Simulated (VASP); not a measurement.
# TaF3 (P4/mmm) in VASP: further runs

TaF3 is run at these levels: PBEsol; tasks: single point.

All numbers are computed with VASP 6.6.1; they aren't measurements. Logs are shortened: lines on timing, memory, paths and dates and some standing lists are left out, and cuts for length are marked.

## Step 1: The cell of the first run

The structure is tetragonal, space group P4/mmm (No. 123). The conventional cell has a = 3.960 Å, b = 3.960 Å, c = 3.843 Å, α = 90.00°, β = 90.00°, γ = 90.00°. Ta (site symmetry 4/mmm) has 6 F at 1.92 to 1.98 Å within 2.5 Å. F (site symmetry mmm) has 2 Ta at 1.98 Å within 2.6 Å. Within 2.5 Å of F (site symmetry 4/mmm) lie 2 Ta at 1.92 Å.

## Step 2: Single point, PBEsol (strain +0.015 along x and y, -0.015 along z)

INCAR

```
PREC     = Accurate       # precision mode
ENCUT    = 520            # plane-wave cutoff, eV
EDIFF    = 1E-7           # SCF threshold, eV
ISMEAR   = 0              # smearing method
SIGMA    = 0.15           # smearing width, eV
LREAL    = False          # projectors in reciprocal space
LASPH    = True           # aspherical terms in the spheres
NELM     = 100            # most SCF steps
ALGO     = Normal         # electronic algorithm
ISIF     = 2              # what is computed and relaxed
LWAVE    = False          # write WAVECAR
LCHARG   = False          # write CHGCAR
GGA      = PS             # functional
NBANDS   = 24             # bands
```

KPOINTS

```
Automatic mesh
0
Gamma
  12 12 12
```

POSCAR

```
TaF3
1.0
    3.9597180000      0.0000000000      0.0000000000
    0.0000000000      3.9597180000      0.0000000000
    0.0000000000      0.0000000000      3.8426820000
Ta F
1 3
Direct
    0.0000000000      0.0000000000      0.0000000000
    0.5000000000      0.0000000000      0.0000000000
    0.0000000000      0.5000000000      0.0000000000
    0.0000000000      0.0000000000      0.5000000000
```

Potentials or basis: VASP PAW PBE potentials, release 64 (Ta_pv, F).

Started as:

```
> cat potpaw_PBE.64/Ta_pv/POTCAR potpaw_PBE.64/F/POTCAR > POTCAR
> mpirun -np 1 vasp_std > vasp.out
```

OUTCAR:

```text
PREC = Accurate
   ENCUT = 520
   EDIFF = 1E-7
   ISMEAR = 0
   LREAL = False
   LASPH = True
   NELM = 100
   ISIF = 2
   GGA = PS

 ion  position               nearest neighbor table
   1  0.000  0.000  0.000-   4 1.92   4 1.92   2 1.98   3 1.98   3 1.98   2 1.98
   2  0.500  0.000  0.000-   1 1.98   1 1.98
   3  0.000  0.500  0.000-   1 1.98   1 1.98
   4  0.000  0.000  0.500-   1 1.92   1 1.92

  LATTYP: Found a simple tetragonal cell.
 ALAT       =     3.9597180000
 C/A-ratio  =     0.9704433498

  Lattice vectors:

 A1 = (   3.9597180000,   0.0000000000,   0.0000000000)
 A2 = (   0.0000000000,   3.9597180000,   0.0000000000)
 A3 = (   0.0000000000,   0.0000000000,   3.8426820000)

Analysis of symmetry for initial positions (statically):
=====================================================================
 Subroutine PRICEL returns:
 Original cell was already a primitive cell.

 Routine SETGRP: Setting up the symmetry group for a
 simple tetragonal supercell.

 Subroutine GETGRP returns: Found 16 space group operations
 (whereof 16 operations were pure point group operations)
 out of a pool of 16 trial point group operations.

The static configuration has the point symmetry D_4h.

Analysis of symmetry for dynamics (positions and initial velocities):
=====================================================================
 Subroutine PRICEL returns:
 Original cell was already a primitive cell.

 Routine SETGRP: Setting up the symmetry group for a
 simple tetragonal supercell.

 Subroutine GETGRP returns: Found 16 space group operations
 (whereof 16 operations were pure point group operations)
 out of a pool of 16 trial point group operations.

The dynamic configuration has the point symmetry D_4h.

 Subroutine INISYM returns: Found 16 space group operations
 (whereof 16 operations are pure point group operations),
 and found     1 'primitive' translations

----------------------------------------------------------------------------------------

                                     Primitive cell

  volume of cell :      60.2508

  direct lattice vectors                    reciprocal lattice vectors
     3.959718000  0.000000000  0.000000000     0.252543237  0.000000000  0.000000000
     0.000000000  3.959718000  0.000000000     0.000000000  0.252543237  0.000000000
     0.000000000  0.000000000  3.842682000     0.000000000  0.000000000  0.260234909

  length of vectors
     3.959718000  3.959718000  3.842682000     0.252543237  0.252543237  0.260234909

  position of ions in fractional coordinates (direct lattice)
     0.000000000  0.000000000  0.000000000
     0.500000000  0.000000000  0.000000000
     0.000000000  0.500000000  0.000000000
     0.000000000  0.000000000  0.500000000

  ion indices of the primitive-cell ions
   primitive index   ion index
                 1           1
                 2           2
                 3           3
                 4           4

----------------------------------------------------------------------------------------

 KPOINTS: Automatic mesh

Automatic generation of k-mesh.
 Grid dimensions read from file:
 generate k-points for:   12   12   12

 Generating k-lattice:

  Cartesian coordinates                     Fractional coordinates (reciprocal lattice)
     0.021045270  0.000000000  0.000000000     0.083333333  0.000000000  0.000000000
     0.000000000  0.021045270  0.000000000     0.000000000  0.083333333  0.000000000
     0.000000000  0.000000000  0.021686242     0.000000000  0.000000000  0.083333333

  Length of vectors
     0.021045270  0.021045270  0.021686242

  Shift w.r.t. Gamma in fractional coordinates (k-lattice)
     0.000000000  0.000000000  0.000000000

 Subroutine IBZKPT returns following result:
 ===========================================

 Found    196 irreducible k-points:

 Following reciprocal coordinates:
            Coordinates               Weight
  0.000000  0.000000  0.000000      1.000000
  0.083333  0.000000  0.000000      4.000000
  0.166667  0.000000  0.000000      4.000000
  0.250000  0.000000  0.000000      4.000000
  0.333333  0.000000  0.000000      4.000000
  0.416667  0.000000  0.000000      4.000000
[... 16 lines left out ...]
  0.333333  0.333333  0.000000      4.000000
  0.416667  0.333333  0.000000      8.000000
 [... further k-points ...]
   k-points           NKPTS =    196   k-points in BZ     NKDIM =    196   number of bands    NBANDS=     24
   number of dos      NEDOS =    301   number of ions     NIONS =      4
   total plane-waves  NPLWV =  27000
   dimension x,y,z NGX =    30 NGY =   30 NGZ =   30
   dimension x,y,z NGXF=    60 NGYF=   60 NGZF=   60
   ions per type =               1   3
   NGX,Y,Z   is equivalent  to a cutoff of  12.60, 12.60, 12.98 a.u.
   NGXF,Y,Z  is equivalent  to a cutoff of  25.19, 25.19, 25.96 a.u.
 SYSTEM =  unknown system
   PREC   = accura    normal or accurate (medium, high low for compatibility)
   ISTART =      0    job   : 0-new  1-cont  2-samecut
   ICHARG =      2    charge: 1-file 2-atom 10-const
   ISPIN  =      1    spin polarized calculation?
   LNONCOLLINEAR =      F non collinear calculations
   LSORBIT =      F    spin-orbit coupling
   LASPH  =      T    aspherical Exc in radial PAW
   ENCUT  =  520.0 eV  38.22 Ry    6.18 a.u.   7.36  7.36  7.14*2*pi/ulx,y,z
   NELM   =    100;   NELMIN=  2; NELMDL= -5     # of ELM steps
   EDIFF  = 0.1E-06   stopping-criterion for ELM
   LREAL  =      F    real-space projection
   EDIFFG = 0.1E-05   stopping-criterion for IOM
   NSW    =      0    number of steps for IOM
   IBRION =     -1    ionic relax: 0-MD 1-quasi-New 2-CG
   NFREE  =      0    steps in history (QN), initial steepest desc. (CG)
   ISIF   =      2    stress and relaxation
   ISYM   =      2    0-nonsym 1-usesym 2-fastsym
   POTIM  = 0.5000    time-step for ionic-motion
   TEBEG  =    0.0;   TEEND  =   0.0 temperature during run
   PSTRESS=    0.0 pullay stress
   NELECT =      32.0000    total number of electrons
   NUPDOWN=      -1.0000    fix difference up-down
   EMIN   =  10.00;   EMAX   =-10.00  energy-range for DOS
   EFERMI =   0.00;   METHOD = LEGACY
   ISMEAR =     0;   SIGMA  =   0.15  broadening in eV -4-tet -1-fermi 0-gaus
   EFERMI_NEDOS =   21; number of points for ismear=-14 and -15
   IALGO  =     38    algorithm
   IMIX   =      4    mixing-type and parameters
     AMIX     =   0.40;   BMIX     =  1.00
     AMIX_MAG =   1.60;   BMIX_MAG =  1.00
  volume/ion in A,a.u.               =      15.06       101.65
  Fermi-wavevector in a.u.,A,eV,Ry     =   1.325777  2.505355 23.914754  1.757685
  Thomas-Fermi vector in A             =   2.455213
   LORBIT       =      0    0 simple, 1 ext, 2 COOP (PROOUT), +10 PAW based schemes
   GGA     = PS    functional components
   LHFCALC =     F    Hartree Fock is set to
   AEXX    =    0.0000 exact exchange contribution
   IVDW    =     0    specifies the selected vdW correction
   LEPSILON=     F    determine dielectric tensor
   LRPA    =     F    only Hartree local field effects (RPA)
 non-spin polarized calculation
 Gauss-broadening in eV      SIGMA  =   0.15
  energy-cutoff  :      520.00
  volume of cell :       60.25
 maximum number of plane-waves:      1642
 NGX is ok and might be reduce to    30
   NGX = 15   NGY = 15   NGZ = 15

 number of electron      31.9999982 magnetization

 Free energy of the ion-electron system (eV)
  ---------------------------------------------------
  ext. energy  EPLUGINS =         0.00000000
  ---------------------------------------------------
  free energy    TOTEN  =       -27.46609325 eV

  energy without entropy =      -27.43668511  energy(sigma->0) =      -27.45138918

 E-fermi :   4.6506     XC(G=0):  -9.1277

 val. band max:        4.6496593750   @ k =   0.3333   0.1667   0.0833
 cond. band min:       4.6542458963   @ k =   0.3333   0.1667   0.2500
 fundamental gap:      0.0045865213
 Fermi energy:         4.6505528370

 k-point     1 :       0.0000    0.0000    0.0000
  band No.  band energies     occupation
      1     -32.4203      2.00000
      2     -32.2778      2.00000
      3     -32.2778      2.00000
      4     -24.3926      2.00000
      5     -23.7906      2.00000
      6     -23.6160      2.00000
[... 16 lines left out ...]
     23      13.2362      0.00000
     24      13.6070      0.00000

 k-point     2 :       0.0833    0.0000    0.0000
  band No.  band energies     occupation
      1     -32.4200      2.00000
      2     -32.2997      2.00000
      3     -32.2775      2.00000
      4     -24.3885      2.00000
      5     -23.7630      2.00000
      6     -23.5788      2.00000
[... 16 lines left out ...]
     23      13.2678      0.00000
     24      13.6375      0.00000

 k-point     3 :       0.1667    0.0000    0.0000
  band No.  band energies     occupation
      1     -32.4191      2.00000
      2     -32.3583      2.00000
      3     -32.2766      2.00000
      4     -24.3795      2.00000
      5     -23.7267      2.00000
      6     -23.4324      2.00000
[... 16 lines left out ...]
     23      13.4409      0.00000
     24      13.7972      0.00000

 k-point     4 :       0.2500    0.0000    0.0000
  band No.  band energies     occupation
      1     -32.4360      2.00000
      2     -32.4180      2.00000
      3     -32.2754      2.00000
      4     -24.3715      2.00000
      5     -23.7114      2.00000
      6     -23.1902      2.00000
[... 16 lines left out ...]
     23      13.7067      0.00000
     24      14.0576      0.00000

 k-point     5 :       0.3333    0.0000    0.0000
  band No.  band energies     occupation
      1     -32.5110      2.00000
      2     -32.4168      2.00000
      3     -32.2742      2.00000
      4     -24.3654      2.00000
      5     -23.7044      2.00000
      6     -22.9302      2.00000
[... 451 lines left out ...]
 k-point    22 :       0.5000    0.2500    0.0000
  band No.  band energies     occupation
      1     -32.5808      2.00000
      2     -32.4308      2.00000
      3     -32.4132      2.00000
      4     -24.3443      2.00000
      5     -23.1939      2.00000
      6     -22.6558      2.00000
[... 16 lines left out ...]
     23      12.4435      0.00000
     24      13.1357      0.00000

 k-point    23 :       0.3333    0.3333    0.0000
  band No.  band energies     occupation
      1     -32.5075      2.00000
      2     -32.5065      2.00000
      3     -32.4132      2.00000
      4     -24.3434      2.00000
      5     -22.9563      2.00000
      6     -22.9022      2.00000
[... 16 lines left out ...]
     23      10.9820      0.00000
     24      13.5718      0.00000

 k-point    24 :       0.4167    0.3333    0.0000
  band No.  band energies     occupation
      1     -32.5603      2.00000
      2     -32.5060      2.00000
      3     -32.4124      2.00000
      4     -24.3407      2.00000
      5     -22.9295      2.00000
      6     -22.7281      2.00000
[... 16 lines left out ...]
     23      11.2054      0.00000
     24      12.9197      0.00000

 [... further k-points ...]

------------------------ aborting loop because EDIFF is reached ----------------------------------------

  FORCE on cell =-STRESS in cart. coord.  units (eV):
  Direction    XX          YY          ZZ          XY          YZ          ZX
  --------------------------------------------------------------------------------------
  -------------------------------------------------------------------------------------
  Total        5.2506757      5.2506757     10.1679871      0.0000000      0.0000000      0.0000000
  in kB      139.6248810    139.6248810    270.3850069      0.0000000      0.0000000      0.0000000
  external PRESSURE =     183.2115896 kB  Pullay stress =       0.0000000 kB

 VOLUME and BASIS-vectors are now :
 -----------------------------------------------------------------------------
  energy-cutoff  :      520.00
  volume of cell :       60.25
      direct lattice vectors                 reciprocal lattice vectors
     3.959718000  0.000000000  0.000000000     0.252543237  0.000000000  0.000000000
     0.000000000  3.959718000  0.000000000     0.000000000  0.252543237  0.000000000
     0.000000000  0.000000000  3.842682000     0.000000000  0.000000000  0.260234909

 POSITION                                       TOTAL-FORCE (eV/Angst)
 -----------------------------------------------------------------------------------
      0.00000      0.00000      0.00000         0.000000      0.000000      0.000000
      1.97986      0.00000      0.00000         0.000000      0.000000      0.000000
      0.00000      1.97986      0.00000         0.000000      0.000000      0.000000
      0.00000      0.00000      1.92134         0.000000      0.000000      0.000000
 -----------------------------------------------------------------------------------
    total drift:                                0.000000      0.000000      0.000000

  FREE ENERGIE OF THE ION-ELECTRON SYSTEM (eV)
  ---------------------------------------------------
  free  energy   TOTEN  =       -27.4660932486 eV

  energy  without entropy=      -27.4366851073  energy(sigma->0) =      -27.45138918
```

It took 4 min on 1 thread of Intel Xeon Platinum 8259CL at 2.50GHz (Skylake/Cascade Lake), shared host; peak memory 0.35 GiB.

Results:

```yaml
Free_energy: -27.4661 eV
Pressure: 18.3 GPa
Band_gap_on_the_k_mesh: zero (bands 16 and 17 overlap by 2.88 eV)
```

Caveat: the cell differs from its parent crystal (strain +0.015 along x and y, -0.015 along z); the stress differs along the axes, from 14 to 27 GPa; the PAW data sets were made with another functional, which shifts forces and pressure a little; spin-orbit coupling is left out, which moves the levels of the heavy elements.

(Continued in part 2 of 2.)
